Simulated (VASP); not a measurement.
# MgO (P-6m2) in VASP: notebook

Runs on MgO. Level: PBE. Tasks: single point.

All numbers are computed with VASP 6.6.1; they aren't measurements. Logs are shortened: lines on timing, memory, paths and dates and some standing lists are left out, and cuts for length are marked.

**1. The cell of the first run**

Symmetry: P-6m2, No. 187, hexagonal system. The conventional cell has a = 2.894 Å, b = 2.894 Å, c = 2.599 Å, α = 90.00°, β = 90.00°, γ = 120.00°. Mg (site symmetry -6m2) has 6 O at 2.12 Å and 2 Mg at 2.60 Å within 2.8 Å. O (site symmetry -6m2) has 6 Mg at 2.12 Å and 2 O at 2.60 Å within 2.8 Å.

**2. Single point, PBE (strain -0.015 along x and y, -0.030 along z)**

INCAR reads:

```
ALGO = Normal
EDIFF = 1E-7
ENCUT = 520
GGA = PE
ISIF = 2
ISMEAR = 0
LASPH = True
LCHARG = False
LREAL = False
LWAVE = False
NBANDS = 11
NELM = 80
PREC = Accurate
SIGMA = 0.05
```

KPOINTS reads:

```
k-points
0
Gamma
  9 9 8
```

POSCAR reads:

```
MgO
1.0
    2.8939505899      0.0000000000      0.0000000000
   -1.4469752949      2.5062347281      0.0000000000
    0.0000000000      0.0000000000      2.5992896000
Mg O
1 1
Direct
    0.0000000000      0.0000000000      0.0000000000
    0.3333333333      0.6666666667      0.5000000000
```

Potentials or basis: VASP PAW PBE potentials, release 64 (Mg, O).

Launch:

```
> cat potpaw_PBE.64/Mg/POTCAR potpaw_PBE.64/O/POTCAR > POTCAR
> mpirun -np 1 vasp_std > vasp.out
```

OUTCAR:

```text
EDIFF = 1E-7
   ENCUT = 520
   GGA = PE
   ISIF = 2
   ISMEAR = 0
   LASPH = True
   LREAL = False
   NELM = 80
   PREC = Accurate

 ion  position               nearest neighbor table
   1  0.000  0.000  0.000-   2 2.12   2 2.12   2 2.12   2 2.12   2 2.12   2 2.12
   2  0.333  0.667  0.500-   1 2.12   1 2.12   1 2.12   1 2.12   1 2.12   1 2.12

  LATTYP: Found a hexagonal cell.
 ALAT       =     2.8939505899
 C/A-ratio  =     0.8981803660

  Lattice vectors:

 A1 = (   2.8939505899,   0.0000000000,   0.0000000000)
 A2 = (  -1.4469752949,   2.5062347281,   0.0000000000)
 A3 = (   0.0000000000,   0.0000000000,   2.5992896000)

Analysis of symmetry for initial positions (statically):
=====================================================================
 Subroutine PRICEL returns:
 Original cell was already a primitive cell.

 Routine SETGRP: Setting up the symmetry group for a
 hexagonal supercell.

 Subroutine GETGRP returns: Found 12 space group operations
 (whereof 12 operations were pure point group operations)
 out of a pool of 24 trial point group operations.

The static configuration has the point symmetry D_3h.

Analysis of symmetry for dynamics (positions and initial velocities):
=====================================================================
 Subroutine PRICEL returns:
 Original cell was already a primitive cell.

 Routine SETGRP: Setting up the symmetry group for a
 hexagonal supercell.

 Subroutine GETGRP returns: Found 12 space group operations
 (whereof 12 operations were pure point group operations)
 out of a pool of 24 trial point group operations.

The dynamic configuration has the point symmetry D_3h.

 Subroutine INISYM returns: Found 12 space group operations
 (whereof 12 operations are pure point group operations),
 and found     1 'primitive' translations

----------------------------------------------------------------------------------------

                                     Primitive cell

  volume of cell :      18.8524

  direct lattice vectors                    reciprocal lattice vectors
     2.893950590  0.000000000  0.000000000     0.345548401  0.199502463  0.000000000
    -1.446975295  2.506234728  0.000000000     0.000000000  0.399004925  0.000000000
     0.000000000  0.000000000  2.599289600     0.000000000  0.000000000  0.384720502

  length of vectors
     2.893950590  2.893950590  2.599289600     0.399004925  0.399004925  0.384720502

  position of ions in fractional coordinates (direct lattice)
     0.000000000  0.000000000  0.000000000
     0.333333333  0.666666667  0.500000000

  ion indices of the primitive-cell ions
   primitive index   ion index
                 1           1
                 2           2

----------------------------------------------------------------------------------------

 KPOINTS: k-points

Automatic generation of k-mesh.
 Grid dimensions read from file:
 generate k-points for:    9    9    8

 Generating k-lattice:

  Cartesian coordinates                     Fractional coordinates (reciprocal lattice)
     0.038394267  0.022166940  0.000000000     0.111111111 -0.000000000  0.000000000
     0.000000000  0.044333881  0.000000000     0.000000000  0.111111111  0.000000000
     0.000000000  0.000000000  0.048090063     0.000000000  0.000000000  0.125000000

  Length of vectors
     0.044333881  0.044333881  0.048090063

  Shift w.r.t. Gamma in fractional coordinates (k-lattice)
     0.000000000  0.000000000  0.000000000

 Subroutine IBZKPT returns following result:
 ===========================================

 Found     60 irreducible k-points:

 Following reciprocal coordinates:
            Coordinates               Weight
  0.000000  0.000000  0.000000      1.000000
  0.111111 -0.000000  0.000000      6.000000
  0.222222 -0.000000  0.000000      6.000000
  0.333333 -0.000000  0.000000      6.000000
  0.444444 -0.000000  0.000000      6.000000
  0.111111  0.111111  0.000000      6.000000
[... 16 lines left out ...]
  0.333333  0.222222  0.125000     24.000000
  0.333333  0.333333  0.125000      4.000000
 [... further k-points ...]
   k-points           NKPTS =     60   k-points in BZ     NKDIM =     60   number of bands    NBANDS=     11
   number of dos      NEDOS =    301   number of ions     NIONS =      2
   total plane-waves  NPLWV =  11520
   dimension x,y,z NGX =    24 NGY =   24 NGZ =   20
   dimension x,y,z NGXF=    48 NGYF=   48 NGZF=   40
   ions per type =               1   1
   NGX,Y,Z   is equivalent  to a cutoff of  13.79, 13.79, 12.79 a.u.
   NGXF,Y,Z  is equivalent  to a cutoff of  27.57, 27.57, 25.58 a.u.
 SYSTEM =  unknown system
   PREC   = accura    normal or accurate (medium, high low for compatibility)
   ISTART =      0    job   : 0-new  1-cont  2-samecut
   ICHARG =      2    charge: 1-file 2-atom 10-const
   ISPIN  =      1    spin polarized calculation?
   LNONCOLLINEAR =      F non collinear calculations
   LSORBIT =      F    spin-orbit coupling
   LASPH  =      T    aspherical Exc in radial PAW
   ENCUT  =  520.0 eV  38.22 Ry    6.18 a.u.   5.38  5.38  4.83*2*pi/ulx,y,z
   NELM   =     80;   NELMIN=  2; NELMDL= -5     # of ELM steps
   EDIFF  = 0.1E-06   stopping-criterion for ELM
   LREAL  =      F    real-space projection
   EDIFFG = 0.1E-05   stopping-criterion for IOM
   NSW    =      0    number of steps for IOM
   IBRION =     -1    ionic relax: 0-MD 1-quasi-New 2-CG
   NFREE  =      0    steps in history (QN), initial steepest desc. (CG)
   ISIF   =      2    stress and relaxation
   ISYM   =      2    0-nonsym 1-usesym 2-fastsym
   POTIM  = 0.5000    time-step for ionic-motion
   TEBEG  =    0.0;   TEEND  =   0.0 temperature during run
   PSTRESS=    0.0 pullay stress
   NELECT =       8.0000    total number of electrons
   NUPDOWN=      -1.0000    fix difference up-down
   EMIN   =  10.00;   EMAX   =-10.00  energy-range for DOS
   EFERMI =   0.00;   METHOD = LEGACY
   ISMEAR =     0;   SIGMA  =   0.05  broadening in eV -4-tet -1-fermi 0-gaus
   EFERMI_NEDOS =   21; number of points for ismear=-14 and -15
   IALGO  =     38    algorithm
   IMIX   =      4    mixing-type and parameters
     AMIX     =   0.40;   BMIX     =  1.00
     AMIX_MAG =   1.60;   BMIX_MAG =  1.00
  volume/ion in A,a.u.               =       9.43        63.61
  Fermi-wavevector in a.u.,A,eV,Ry     =   1.230219  2.324776 20.591574  1.513438
  Thomas-Fermi vector in A             =   2.365076
   LORBIT       =      0    0 simple, 1 ext, 2 COOP (PROOUT), +10 PAW based schemes
   GGA     = PE    functional components
   LHFCALC =     F    Hartree Fock is set to
   AEXX    =    0.0000 exact exchange contribution
   IVDW    =     0    specifies the selected vdW correction
   LEPSILON=     F    determine dielectric tensor
   LRPA    =     F    only Hartree local field effects (RPA)
 non-spin polarized calculation
 Gauss-broadening in eV      SIGMA  =   0.05
  energy-cutoff  :      520.00
  volume of cell :       18.85
 maximum number of plane-waves:       526
 NGX is ok and might be reduce to    24
   NGX = 11   NGY = 11   NGZ =  9

 number of electron       7.9999998 magnetization

 Free energy of the ion-electron system (eV)
  ---------------------------------------------------
  ext. energy  EPLUGINS =         0.00000000
  ---------------------------------------------------
  free energy    TOTEN  =       -11.19257361 eV

  energy without entropy =      -11.19257361  energy(sigma->0) =      -11.19257361

 E-fermi :   4.2184     XC(G=0): -11.0092

 val. band max:        3.8954899610   @ k =   0.3333   0.3333   0.0000
 cond. band min:       7.2675262325   @ k =   0.0000   0.0000   0.0000
 fundamental gap:      3.3720362716
 Fermi energy:         4.2184353323

 k-point     1 :       0.0000    0.0000    0.0000
  band No.  band energies     occupation
      1     -13.9926      2.00000
      2       3.0434      2.00000
      3       3.0434      2.00000
      4       3.5112      2.00000
      5       7.2675      0.00000
      6      15.9394      0.00000
      7      19.6354      0.00000
      8      19.6354      0.00000
      9      24.1828      0.00000
     10      25.9630      0.00000
     11      27.2303      0.00000

 k-point     2 :       0.1111   -0.0000    0.0000
  band No.  band energies     occupation
      1     -13.8763      2.00000
      2       2.2469      2.00000
      3       2.9486      2.00000
      4       3.5485      2.00000
      5       8.0165      0.00000
      6      15.9085      0.00000
      7      18.6091      0.00000
      8      19.9937      0.00000
      9      25.5554      0.00000
     10      25.7194      0.00000
     11      27.4140      0.00000

 k-point     3 :       0.2222   -0.0000    0.0000
  band No.  band energies     occupation
      1     -13.5645      2.00000
      2       0.7771      2.00000
      3       2.7195      2.00000
      4       3.6455      2.00000
      5       9.3302      0.00000
      6      15.2697      0.00000
      7      18.0851      0.00000
      8      20.8762      0.00000
      9      25.0613      0.00000
     10      25.5273      0.00000
     11      28.1036      0.00000

 k-point     4 :       0.3333   -0.0000    0.0000
  band No.  band energies     occupation
      1     -13.1753      2.00000
      2      -0.5415      2.00000
      3       2.4757      2.00000
      4       3.7602      2.00000
      5      10.2999      0.00000
      6      14.6816      0.00000
      7      18.0538      0.00000
      8      21.7883      0.00000
      9      24.2679      0.00000
     10      25.5705      0.00000
     11      29.6478      0.00000
[... 239 lines left out ...]
 k-point    22 :       0.2222    0.2222    0.1250
  band No.  band energies     occupation
      1     -12.8763      2.00000
      2      -0.3810      2.00000
      3       1.6042      2.00000
      4       3.0612      2.00000
      5      11.5034      0.00000
      6      14.8709      0.00000
      7      18.4192      0.00000
      8      20.4190      0.00000
      9      23.2869      0.00000
     10      25.0629      0.00000
     11      29.4833      0.00000

 k-point    23 :       0.3333    0.2222    0.1250
  band No.  band energies     occupation
      1     -12.6690      2.00000
      2      -0.6299      2.00000
      3       1.0004      2.00000
      4       3.1699      2.00000
      5      11.9950      0.00000
      6      15.1743      0.00000
      7      17.6792      0.00000
      8      21.2307      0.00000
      9      22.4140      0.00000
     10      25.7554      0.00000
     11      29.3203      0.00000

 k-point    24 :       0.3333    0.3333    0.1250
  band No.  band energies     occupation
      1     -12.5978      2.00000
      2      -0.0276      2.00000
      3       0.0138      2.00000
      4       3.2080      2.00000
      5      12.3438      0.00000
      6      15.6872      0.00000
      7      17.0260      0.00000
      8      21.6795      0.00000
      9      22.1283      0.00000
     10      25.6548      0.00000
     11      29.0391      0.00000

 [... further k-points ...]

------------------------ aborting loop because EDIFF is reached ----------------------------------------

  FORCE on cell =-STRESS in cart. coord.  units (eV):
  Direction    XX          YY          ZZ          XY          YZ          ZX
  --------------------------------------------------------------------------------------
  -------------------------------------------------------------------------------------
  Total        0.6468188      0.6468188      1.9741076      0.0000000      0.0000000      0.0000000
  in kB       54.9699981     54.9699981    167.7698381      0.0000000      0.0000000      0.0000000
  external PRESSURE =      92.5699447 kB  Pullay stress =       0.0000000 kB

 VOLUME and BASIS-vectors are now :
 -----------------------------------------------------------------------------
  energy-cutoff  :      520.00
  volume of cell :       18.85
      direct lattice vectors                 reciprocal lattice vectors
     2.893950590  0.000000000  0.000000000     0.345548401  0.199502463  0.000000000
    -1.446975295  2.506234728  0.000000000     0.000000000  0.399004925  0.000000000
     0.000000000  0.000000000  2.599289600     0.000000000  0.000000000  0.384720502

 POSITION                                       TOTAL-FORCE (eV/Angst)
 -----------------------------------------------------------------------------------
      0.00000      0.00000      0.00000        -0.000000      0.000000      0.000000
     -0.00000      1.67082      1.29964         0.000000     -0.000000      0.000000
 -----------------------------------------------------------------------------------
    total drift:                                0.000000     -0.000000     -0.000000

  FREE ENERGIE OF THE ION-ELECTRON SYSTEM (eV)
  ---------------------------------------------------
  free  energy   TOTEN  =       -11.1925736094 eV

  energy  without entropy=      -11.1925736094  energy(sigma->0) =      -11.19257361
```

Run time: 29 s. Hardware: 1 thread of AMD EPYC 7R13, shared host; peak memory 0.11 GiB.

Results:

| Quantity | Value |
| --- | --- |
| Free energy | -11.1926 eV |
| Pressure | 9.3 GPa |
| Band gap on the k mesh | 3.37 eV, indirect (least direct gap 3.76 eV) |

Levels at points of the mesh, in eV from the valence-band top:
```
           k point  band 1  band 2  band 3  band 4  band 5  band 6  band 7  band 8
(0.00, 0.00, 0.00)  -17.89   -0.85   -0.85   -0.38    3.37   12.04   15.74   15.74
(0.00, 0.00, 0.50)  -16.63   -5.71   -0.27   -0.27    8.61    9.50   17.84   17.84
```

Caveat: the cell differs from its parent crystal (strain -0.015 along x and y, -0.030 along z).

(Part 1 of 2 ends here.)
